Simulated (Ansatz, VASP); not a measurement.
# BP in VASP and in Ansatz

File POSCAR:

```
BP
1.0
    0.0000000000      2.2683155501      2.2683155501
    2.2683155501      0.0000000000      2.2683155501
    2.2683155501      2.2683155501      0.0000000000
B P
1 1
Direct
    0.0000000000      0.0000000000      0.0000000000
    0.2500000000      0.2500000000      0.2500000000
```

INCAR.step1

```
SYSTEM = BP
PREC = Accurate ; ENCUT = 520
EDIFF = 1E-5 ; ISMEAR = 0
SIGMA = 0.01 ; LREAL = .FALSE.
LASPH = .TRUE. ; NELM = 60
ALGO = Normal ; ISIF = 2
LWAVE = .TRUE. ; LCHARG = .FALSE.
NBANDS = 11 ; GGA = PE
```

The input INCAR.step2:

```
SYSTEM = BP
PREC = Accurate ; ENCUT = 520
EDIFF = 1E-6 ; ISMEAR = 0
SIGMA = 0.01 ; LREAL = .FALSE.
LASPH = .TRUE. ; NELM = 60
ALGO = Normal ; ISIF = 2
LWAVE = .FALSE. ; LCHARG = .FALSE.
GGA = PE ; LHFCALC = .TRUE.
HFSCREEN = 0.2079 ; PRECFOCK = Normal
NBANDS = 11 ; ISTART = 1
```

Contents of KPOINTS:

```
Automatic mesh
0
G
  4 4 4
  0 0 0
```

Input for Ansatz:

```yaml
crystal:
  lattice:
    - [0.0, 2.2683155501, 2.2683155501]
    - [2.2683155501, 0.0, 2.2683155501]
    - [2.2683155501, 2.2683155501, 0.0]
  atoms:
    - { symbol: B, position: [0.0, 0.0, 0.0] }
    - { symbol: P, position: [0.25, 0.25, 0.25] }
kpoints:
  mp_grid: { grid: [4, 4, 4] }
hamiltonian:
  xc: hse06
scf:
  occupations: { method: fixed }
  n_extra_bands: 4
output:
  forces: true
  stress: true
  eigenvalues: true
```

Alike in both runs: task single point; functional HSE06; k mesh 4 × 4 × 4; no spin polarisation.

|  | VASP | Ansatz |
| --- | --- | --- |
| version | VASP 6.6.1 | Ansatz 0.2.0 |
| potentials or method | VASP PAW PBE potentials, release 64 (B, P) | plane waves, PAW |
| plane-wave cutoff (eV) | 520 | 420 |
| occupations | gaussian, width 0.01 eV | fixed |
| valence electrons in the cell | 8 | 8 |

```csv
,VASP,Ansatz,Ansatz less VASP
gap on the k mesh at the Fermi level (eV),2.09,2.09,0.000
pressure (GPa),-0.9,-0.3,+0.60
```

Ansatz's warnings: stress exchange threshold loose, stress scf threshold loose.

The k mesh is coarse, so the values compare programs but aren't converged.
